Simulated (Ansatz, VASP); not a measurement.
# Ti in VASP and in Ansatz

```
CELL_PARAMETERS angstrom
0.00000 2.19977 2.05586
2.05586 0.00000 2.05586
2.05586 2.19977 0.00000
ATOMIC_POSITIONS crystal
Ti 0.00000 0.00000 0.00000
```

Change from the starting cell: normal strain along x +0.0000, normal strain along y +0.0700.

Alike in both runs: task single point; functional PBE; k mesh 18 × 18 × 18; occupations gaussian, width 0.15 eV; no spin polarisation.

```csv
,VASP,Ansatz
version,VASP 6.6.1,Ansatz 0.2.0
potentials or method,"VASP PAW PBE potentials, release 64 (Ti_sv), cutoff 520 eV","scalar-relativistic, plane waves, PAW"
valence electrons in the cell,12,12
```

```tsv
	VASP	Ansatz	Ansatz less VASP
gap on the k mesh at the Fermi level (eV)	none	none	-
pressure (GPa)	-6.6	-6.4	+0.15
traceless stress, the component that is largest in VASP (GPa)	-1.47	-1.47	+0.002
```

A gap of «none» marks a metal or a gap that the smearing closes. The functional is the same, so the differences come from potentials, cutoffs and numerics.
